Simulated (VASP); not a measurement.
Runs of VASP 6.6.1 on CsCl. The structure is that of space group Pm-3m (No. 221), or close to it. The cells are those of the table. 

```tsv
task	level	potentials or basis	cell	cutoff (eV)	smearing	gap on the mesh (eV)	pressure (GPa)	relaxed volume (Å³/atom)
relaxation of cell and atoms	LDA	VASP PAW LDA potentials, release 64 (Cs_sv, Cl)	relaxed from a = 4.203 Å, 2 atoms	500	fermi-dirac 0.02 eV	4.98	0.0	31.44
relaxation of cell and atoms	PBE	VASP PAW PBE potentials, release 64 (Cs_sv, Cl)	relaxed from a = 4.144 Å, 2 atoms	500	fermi-dirac 0.02 eV	5.00	0.0	37.23
single point	LDA	VASP PAW LDA potentials, release 64 (Cs_sv, Cl)	a = 3.970 Å, 2 atoms	500	fermi-dirac 0.02 eV	4.97	0.1	-
single point	PBEsol	VASP PAW PBE potentials, release 64 (Cs_sv, Cl)	a = 4.071 Å, 2 atoms	500	fermi-dirac 0.02 eV	5.22	0.0	-
relaxation of cell and atoms	PBEsol	VASP PAW PBE potentials, release 64 (Cs_sv, Cl)	relaxed from a = 4.203 Å, 2 atoms	500	fermi-dirac 0.02 eV	5.22	0.0	(b)
single point	PBE	VASP PAW PBE potentials, release 64 (Cs_sv, Cl)	a = 4.137 Å, 2 atoms	500	fermi-dirac 0.02 eV	(c)	0.8	-
single point	r2SCAN	VASP PAW PBE potentials, release 64 (Cs_sv, Cl)	a = 4.137 Å, 2 atoms	550	gaussian 0.01 eV	(a)	0.1	-
single point	PBE	VASP PAW PBE potentials, release 64 (Cs_sv, Cl)	a = 4.203 Å, 2 atoms	500	fermi-dirac 0.02 eV	5.01	0.0	-
```

Alike in all rows: no spin polarisation; k mesh 6 × 6 × 6.

Estimate the missing entries.

(a) 5.91; (b) 33.75; (c) 5.21.

Caveats: spin-orbit coupling is left out, which moves the levels of the heavy elements; the PAW data sets were made with another functional, which shifts forces and pressure a little (at least some runs); the volume moved by over 15 % at a fixed basis, so the end points are rough (at least some runs).

A k mesh can miss the band edges, and the runs leave out spin-orbit coupling on Cs.
